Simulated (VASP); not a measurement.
# Co (Pm-3n) in VASP: notebook, part 2 of 2

VASP 6.6.1. The steps go on from the part before.

### 4 Relaxation of cell and atoms, BLYP

This run uses another cell than the first one, of 11.07 Å³/atom.

INCAR

```
PREC = Accurate
ENCUT = 600
EDIFF = 1E-7
ISMEAR = -1
SIGMA = 0.1
LREAL = False
LASPH = True
NELM = 60
ALGO = Normal
ISIF = 3
LWAVE = False
LCHARG = False
GGA = B5
ALDAX = 1.0
AGGAX = 1.0
AGGAC = 1.0
ALDAC = 0.0
IBRION = 2
NSW = 80
EDIFFG = -0.01
```

KPOINTS

```
Automatic mesh
0
Gamma
  6 6 6
```

POSCAR

```
Co
1.0
    4.4578576470      0.0000000000      0.0000000000
    0.0000000000      4.4578576470      0.0000000000
    0.0000000000      0.0000000000      4.4578576470
Co
8
Direct
    0.0000000000      0.0000000000      0.0000000000
    0.5000000000      0.5000000000      0.5000000000
    0.2500000000      0.0000000000      0.5000000000
    0.7500000000      0.0000000000      0.5000000000
    0.5000000000      0.2500000000      0.0000000000
    0.5000000000      0.7500000000      0.0000000000
    0.0000000000      0.5000000000      0.2500000000
    0.0000000000      0.5000000000      0.7500000000
```

Potentials or basis: VASP PAW PBE potentials, release 64 (Co).

Run with:

```
> cat potpaw_PBE.64/Co/POTCAR > POTCAR
> mpirun -np 1 vasp_std > vasp.out
```

OUTCAR:

```text
PREC = Accurate
   ENCUT = 600
   EDIFF = 1E-7
   ISMEAR = -1
   LREAL = False
   LASPH = True
   NELM = 60
   ISIF = 3
   GGA = B5
   IBRION = 2
   NSW = 80
   EDIFFG = -0.01

 ion  position               nearest neighbor table
   1  0.000  0.000  0.000-   3 2.49   4 2.49   5 2.49   6 2.49   7 2.49   8 2.49   3 2.49   4 2.49
                             7 2.49   8 2.49   5 2.49   6 2.49
   2  0.500  0.500  0.500-   3 2.49   4 2.49   5 2.49   6 2.49   7 2.49   8 2.49   5 2.49   6 2.49
                             3 2.49   4 2.49   7 2.49   8 2.49
   3  0.250  0.000  0.500-   4 2.23   4 2.23   1 2.49   1 2.49   2 2.49   2 2.49   8 2.73   7 2.73
                             8 2.73   7 2.73   6 2.73   5 2.73   5 2.73   6 2.73
   4  0.750  0.000  0.500-   3 2.23   3 2.23   1 2.49   1 2.49   2 2.49   2 2.49   8 2.73   7 2.73
                             8 2.73   7 2.73   6 2.73   5 2.73   5 2.73   6 2.73
   5  0.500  0.250  0.000-   6 2.23   6 2.23   1 2.49   2 2.49   2 2.49   1 2.49   8 2.73   7 2.73
                             7 2.73   8 2.73   3 2.73   4 2.73   3 2.73   4 2.73
   6  0.500  0.750  0.000-   5 2.23   5 2.23   1 2.49   2 2.49   2 2.49   1 2.49   8 2.73   7 2.73
                             7 2.73   8 2.73   3 2.73   4 2.73   3 2.73   4 2.73
   7  0.000  0.500  0.250-   8 2.23   8 2.23   1 2.49   2 2.49   1 2.49   2 2.49   3 2.73   4 2.73
                             5 2.73   3 2.73   4 2.73   6 2.73   5 2.73   6 2.73
   8  0.000  0.500  0.750-   7 2.23   7 2.23   1 2.49   2 2.49   1 2.49   2 2.49   3 2.73   4 2.73
                             5 2.73   3 2.73   4 2.73   6 2.73   5 2.73   6 2.73

  LATTYP: Found a simple cubic cell.
 ALAT       =     4.4578576470

  Lattice vectors:

[... 185 lines left out ...]
  ---------------------------------------------------
  free energy    TOTEN  =       -45.86100961 eV

  energy without entropy =      -45.00650902  energy(sigma->0) =      -45.43375932

------------------------ aborting loop because EDIFF is reached ----------------------------------------

  FORCE on cell =-STRESS in cart. coord.  units (eV):
  Direction    XX          YY          ZZ          XY          YZ          ZX
  --------------------------------------------------------------------------------------
  -------------------------------------------------------------------------------------
  Total        0.2176824      0.2176824      0.2176824      0.0000000     -0.0000000     -0.0000000
  in kB        3.9369091      3.9369091      3.9369091      0.0000000     -0.0000000     -0.0000000
  external PRESSURE =       3.9369091 kB  Pullay stress =       0.0000000 kB
[... 71 lines left out ...]
--------------------------------------- Ionic step        3  -------------------------------------------

 number of electron      71.9999931 magnetization

 Free energy of the ion-electron system (eV)
  ---------------------------------------------------
  ext. energy  EPLUGINS =         0.00000000
  ---------------------------------------------------
  free energy    TOTEN  =       -45.86121944 eV

  energy without entropy =      -45.00459927  energy(sigma->0) =      -45.43290935

 E-fermi :  10.3030     XC(G=0): -12.6778

 val. band max:       10.2955000632   @ k =   0.5000   0.3333   0.1667
 cond. band min:      10.3065642169   @ k =   0.5000   0.5000   0.0000
 fundamental gap:      0.0110641538
 Fermi energy:        10.3029711114

 k-point     1 :       0.0000    0.0000    0.0000
  band No.  band energies     occupation
      1       1.8110      2.00000
      2       5.8178      2.00000
      3       5.8178      2.00000
      4       6.5046      2.00000
      5       6.8374      2.00000
      6       6.8374      2.00000
[... 944 lines left out ...]
  FREE ENERGIE OF THE ION-ELECTRON SYSTEM (eV)
  ---------------------------------------------------
  free  energy   TOTEN  =       -45.8612194382 eV

  energy  without entropy=      -45.0045992658  energy(sigma->0) =      -45.43290935

 reached required accuracy - stopping structural energy minimisation
```

Wall time 4.5 min (1 thread of Intel Xeon Platinum 8488C (Sapphire Rapids), shared host); peak memory 0.24 GiB.

Results:

* Free energy: -45.8612 eV
* Relaxed volume: 11.10 Å³/atom
* Relaxed cell: a = 4.461 Å, b = 4.461 Å, c = 4.461 Å, α = 90.00°, β = 90.00°, γ = 90.00°
* Space group after relaxing (to 0.1 Å): Pm-3n (No. 223)
* Energy gained by relaxing: 0.0 meV/atom
* Ionic steps: 3
* Pressure after relaxing: 0.0 GPa
* Band gap on the k mesh: zero (bands 36 and 37 overlap by 0.21 eV)

Step by step:
```tsv
step	energy change (eV)	largest force (eV/Å)	pressure (GPa)	volume (Å³)
1	0.0000	0.0000	0.39	88.59
2	0.0000	0.0000	-0.43	88.94
3	-0.0002	0.0000	0.00	88.76
```

Final structure:
```
Co
1.0
     4.46076    0.00000    0.00000
     0.00000    4.46076    0.00000
     0.00000    0.00000    4.46076
Co
8
Direct
  0.00000 0.00000 0.00000
  0.50000 0.50000 0.50000
  0.25000 0.00000 0.50000
  0.75000 0.00000 0.50000
  0.50000 0.25000 0.00000
  0.50000 0.75000 0.00000
  0.00000 0.50000 0.25000
  0.00000 0.50000 0.75000
```

Caveat: the PAW data sets were made with another functional, which shifts forces and pressure a little; the run has no spin polarisation, though such a crystal can be magnetic.

### 5 Overview

```csv
task,cell,k mesh,cutoff (eV),gap on the mesh (eV),pressure (GPa)
single point,"a = 4.463 Å, 8 atoms",6 × 6 × 6,520,none,-0.2
single point,"a = 4.463 Å, 8 atoms",8 × 8 × 8,520,none,-0.1
relaxation of cell and atoms,"relaxed from a = 4.458 Å, 8 atoms",6 × 6 × 6,600,none,0.0
```

Alike in all rows: level BLYP; potentials or basis VASP PAW PBE potentials, release 64 (Co); no spin polarisation; smearing fermi-dirac 0.1 eV.

Caveats: the PAW data sets were made with another functional, which shifts forces and pressure a little; the run has no spin polarisation, though such a crystal can be magnetic.

Total energies depend on the potentials used, so only differences within one code and one set of settings carry meaning.
